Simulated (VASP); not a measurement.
# BiTe (R-3m) in VASP: further runs, part 2 of 2

VASP 6.6.1. The steps go on from the part before.

## 3. Single point, LDA

This run uses another cell than the first one, of the same volume but with other edges.

INCAR

```
SYSTEM = BiTe
PREC = Accurate ; ENCUT = 520
EDIFF = 1E-6 ; ISMEAR = 0
SIGMA = 0.15 ; LREAL = .False.
LASPH = .True. ; NELM = 60
ALGO = Normal ; ISIF = 2
LWAVE = .False. ; LCHARG = .False.
NBANDS = 18
```

KPOINTS

```
Automatic mesh
0
Gamma
  14 14 14
  0 0 0
```

POSCAR

```
BiTe
1.0
    0.7885462640      3.6734716200      3.6734716200
    3.6734716200      0.7885462640      3.6734716200
    3.6734716200      3.6734716200      0.7885462640
Bi Te
1 1
Direct
    0.0000000000      0.0000000000      0.0000000000
    0.5000000000      0.5000000000      0.5000000000
```

Potentials or basis: VASP PAW LDA potentials, release 64 (Bi_d, Te).

Command:

```sh
$ cat potpaw_LDA.64/Bi_d/POTCAR potpaw_LDA.64/Te/POTCAR > POTCAR
$ mpirun -np 1 vasp_std > vasp.out
```

OUTCAR:

```text
SYSTEM = BiTe
   PREC = Accurate
   ENCUT = 520
   EDIFF = 1E-6
   ISMEAR = 0
   LREAL = .False.
   LASPH = .True.
   NELM = 60
   ISIF = 2

 ion  position               nearest neighbor table
   1  0.000  0.000  0.000-   2 3.33   2 3.33   2 3.33   2 3.33   2 3.33   2 3.33
   2  0.500  0.500  0.500-   1 3.33   1 3.33   1 3.33   1 3.33   1 3.33   1 3.33

  LATTYP: Found a trigonal (rhomboedric) cell.
 ALAT       =     5.2545782606
 COS(alpha) =     0.6985651702

  Lattice vectors:

 A1 = (   0.7885462640,   3.6734716200,   3.6734716200)
 A2 = (   3.6734716200,   0.7885462640,   3.6734716200)
 A3 = (   3.6734716200,   3.6734716200,   0.7885462640)

Analysis of symmetry for initial positions (statically):
=====================================================================
 Subroutine PRICEL returns:
 Original cell was already a primitive cell.

 Routine SETGRP: Setting up the symmetry group for a
 trigonal (rhombohedral) supercell.

 Subroutine GETGRP returns: Found 12 space group operations
 (whereof 12 operations were pure point group operations)
 out of a pool of 12 trial point group operations.

The static configuration has the point symmetry D_3d.

[... 157 lines left out ...]

  energy without entropy =       -8.31359676  energy(sigma->0) =       -8.31885482

 E-fermi :   6.1552     XC(G=0):  -9.7406

 val. band max:        6.1474543012   @ k =  -0.0714   0.2857   0.0714
 cond. band min:       6.1789654853   @ k =  -0.2857   0.5000   0.2857
 fundamental gap:      0.0315111841
 Fermi energy:         6.1552110814

 k-point     1 :       0.0000    0.0000    0.0000
  band No.  band energies     occupation
      1     -16.9337      2.00000
      2     -16.9157      2.00000
      3     -16.9157      2.00000
      4     -16.9110      2.00000
      5     -16.9110      2.00000
      6      -6.9424      2.00000
[... 481 lines left out ...]
      5     -16.8989      2.00000
      6      -6.2524      2.00000
[... 10 lines left out ...]
     17      15.2315      0.00000
     18      15.6097      0.00000

 [... further k-points ...]

------------------------ aborting loop because EDIFF is reached ----------------------------------------

  FORCE on cell =-STRESS in cart. coord.  units (eV):
  Direction    XX          YY          ZZ          XY          YZ          ZX
  --------------------------------------------------------------------------------------
  -------------------------------------------------------------------------------------
  Total       -2.2231622     -2.2231622     -2.2231622     -0.9636790     -0.9636790     -0.9636790
  in kB      -52.6052252    -52.6052252    -52.6052252    -22.8029030    -22.8029030    -22.8029030
  external PRESSURE =     -52.6052252 kB  Pullay stress =       0.0000000 kB

 VOLUME and BASIS-vectors are now :
 -----------------------------------------------------------------------------
  energy-cutoff  :      520.00
  volume of cell :       67.71
      direct lattice vectors                 reciprocal lattice vectors
     0.788546264  3.673471620  3.673471620    -0.190113535  0.156515884  0.156515884
     3.673471620  0.788546264  3.673471620     0.156515884 -0.190113535  0.156515884
     3.673471620  3.673471620  0.788546264     0.156515884  0.156515884 -0.190113535

 POSITION                                       TOTAL-FORCE (eV/Angst)
 -----------------------------------------------------------------------------------
      0.00000      0.00000      0.00000         0.000000      0.000000      0.000000
      4.06774      4.06774      4.06774        -0.000000      0.000000     -0.000000
 -----------------------------------------------------------------------------------
    total drift:                                0.000000     -0.000000     -0.000000

  FREE ENERGIE OF THE ION-ELECTRON SYSTEM (eV)
  ---------------------------------------------------
  free  energy   TOTEN  =        -8.3241128745 eV

  energy  without entropy=       -8.3135967559  energy(sigma->0) =       -8.31885482
```

OSZICAR:

```text
N       E                     dE             d eps       ncg     rms          rms(c)
DAV:   1     0.157570130307E+03    0.15757E+03   -0.98325E+03 10386   0.112E+03
DAV:   2     0.365365454627E+01   -0.15392E+03   -0.15003E+03 11074   0.305E+02
DAV:   3    -0.809322410824E+01   -0.11747E+02   -0.11622E+02 12632   0.889E+01
DAV:   4    -0.842489664782E+01   -0.33167E+00   -0.33138E+00 13050   0.160E+01
DAV:   5    -0.843808994872E+01   -0.13193E-01   -0.13193E-01 14752   0.297E+00    0.485E+00
DAV:   6    -0.832644068727E+01    0.11165E+00   -0.43151E-01 15044   0.325E+00    0.309E+00
DAV:   7    -0.832499009523E+01    0.14506E-02   -0.31691E-02 12286   0.809E-01    0.113E+00
DAV:   8    -0.832415179072E+01    0.83830E-03   -0.32280E-03 11462   0.350E-01    0.201E-01
DAV:   9    -0.832411017416E+01    0.41617E-04   -0.67602E-04 13798   0.118E-01    0.711E-02
DAV:  10    -0.832411319450E+01   -0.30203E-05   -0.36786E-05 12108   0.311E-02    0.716E-02
DAV:  11    -0.832411287448E+01    0.32002E-06   -0.59139E-06 13316   0.183E-02
   1 F= -.83241129E+01 E0= -.83188548E+01  d E =-.105161E-01
```

It took 3.1 min on 1 thread of Intel Xeon 6975P-C (Granite Rapids), shared host; peak memory 0.46 GiB.

What came out:

- Free energy: -8.3241 eV
- Pressure: -5.3 GPa
- Band gap on the k mesh: zero (an odd number of electrons rules out a gap without spin polarisation)

Caveat: the cell stands under tension; spin-orbit coupling is left out, which moves the levels of the heavy elements.
